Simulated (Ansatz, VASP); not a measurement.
One calculation of AgCl, two programs

INCAR

```
SYSTEM = AgCl
PREC     = Accurate       ! precision mode
ENCUT    = 520            ! plane-wave cutoff, eV
EDIFF    = 1E-6           ! SCF threshold, eV
ISMEAR   = -1             ! smearing method
SIGMA    = 0.05           ! smearing width, eV
LREAL    = .False.        ! projectors in reciprocal space
LASPH    = .True.         ! aspherical terms in the spheres
NELM     = 100            ! most SCF steps
ALGO     = Normal         ! electronic algorithm
ISIF     = 2              ! what is computed and relaxed
LWAVE    = .False.        ! write WAVECAR
LCHARG   = .False.        ! write CHGCAR
GGA      = RP             ! functional
NBANDS   = 16             ! bands
```

Contents of KPOINTS:

```
Automatic mesh
0
Gamma
  5 5 5
  0 0 0
```

File POSCAR:

```
AgCl
1.0
    0.0000000000      2.7350000000      2.7350000000
    2.7350000000      0.0000000000      2.7350000000
    2.7350000000      2.7350000000      0.0000000000
Ag Cl
1 1
Direct
    0.0000000000      0.0000000000      0.0000000000
    0.5000000000      0.5000000000      0.5000000000
```

input.yaml

```yaml
crystal:
  lattice:
    - [0.0, 2.735, 2.735]
    - [2.735, 0.0, 2.735]
    - [2.735, 2.735, 0.0]
  atoms:
    - { symbol: Ag, position: [0.0, 0.0, 0.0] }
    - { symbol: Cl, position: [0.5, 0.5, 0.5] }
hamiltonian:
  xc: rpbe
  pseudopotentials: { kind: paw }
kpoints:
  mp_grid: { grid: [5, 5, 5] }
scf:
  occupations: { method: fermi_dirac, width: 0.05 }
  n_extra_bands: 6
output:
  forces: true
  stress: true
  eigenvalues: true
  dos: { projected: true, de: 0.05, nscf_kmesh: { grid: [8, 8, 8] } }
```

Alike in both runs: functional RPBE; k mesh 5 × 5 × 5; occupations fermi-dirac, width 0.05 eV; no spin polarisation.

```csv
,VASP,Ansatz
version,VASP 6.6.1,Ansatz 0.2.0
potentials or method,"VASP PAW PBE potentials, release 64 (Ag, Cl)",Ansatz PAW
plane-wave cutoff (eV),520,420
valence electrons in the cell,18,26
task,single point,projected density of states
```

Ansatz gave:

```
gap on the k mesh at the Fermi level (eV) : 1.24
least direct gap on the mesh (eV)         : 3.58
pressure (GPa)                            : 7.3
```

Estimate VASP's values.

gap on the k mesh at the Fermi level (eV): 1.23; least direct gap on the mesh (eV): 3.58; pressure (GPa): 7.1.

VASP's potentials were made for PBE, not for RPBE. VASP's potentials hold 18 valence electrons a cell and Ansatz's 26, so a difference there can come from the potentials and not from the codes.

Noted on Ansatz's run: odd divisions of the mesh miss points on the zone boundary, where band edges often lie, so the gap on the mesh can be too wide.
